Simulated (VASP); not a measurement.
Wanted: the native input for a VASP 6.6.1 run.

```yaml
Task: relaxation of cell and atoms
Functional: LDA
Potentials_or_basis: VASP PAW LDA potentials, release 64 (Al)
Cutoff: 600 eV
k_mesh: 9 × 9 × 3
Occupations: gaussian, width 0.15 eV
Spin: no spin polarisation
Dipole_correction: no
Further_INCAR_settings: ALGO = Normal; EDIFF = 1e-06; IBRION = 2; EDIFFG = -0.01; NSW = 100; ISIF = 3
```

The structure of Al lies in POSCAR:

```
Al
1.0
    2.8270770000      0.0000000000      0.0000000000
   -1.4135385000      2.4483205005      0.0000000000
    0.0000000000      0.0000000000      9.1859930000
Al
4
Direct
    0.0000000000      0.0000000000      0.0000000000
    0.0000000000      0.0000000000      0.5000000000
    0.3333333333      0.6666666667      0.2500000000
    0.6666666667      0.3333333333      0.7500000000
```

These files were run (other wordings do the same):

INCAR

```
PREC = Accurate
ENCUT = 600
EDIFF = 1E-6
ISMEAR = 0
SIGMA = 0.15
LREAL = F
LASPH = T
NELM = 100
ALGO = Normal
ISIF = 3
LWAVE = F
LCHARG = F
IBRION = 2
NSW = 100
EDIFFG = -0.01
```

KPOINTS

```
regular mesh
0
Gamma
  9 9 3
```

Potentials or basis: VASP PAW LDA potentials, release 64 (Al).

Command:

```sh
$ cat potpaw_LDA.64/Al/POTCAR > POTCAR
$ mpirun -np 1 vasp_std > vasp.out
```

It gave:

| Quantity | Value |
| --- | --- |
| Relaxed volume | 15.86 Å³/atom |
| Relaxed cell | a = 2.805 Å, b = 2.805 Å, c = 9.310 Å, α = 90.00°, β = 90.00°, γ = 120.00° |
| Space group after relaxing (to 0.05 Å) | P6_3/mmc (No. 194) |
| Energy gained by relaxing | 2.9 meV/atom |
| Ionic steps | 5 |
| Pressure after relaxing | 0.0 GPa |
| Band gap on the k mesh | zero (band 6 reaches 11.99 eV, above the bottom of band 7 at 6.89 eV) |

It took 14 s on 1 thread of Intel(R) Xeon(R) 6975P-C (Granite Rapids), on a shared host, peak memory 0.17 GiB.
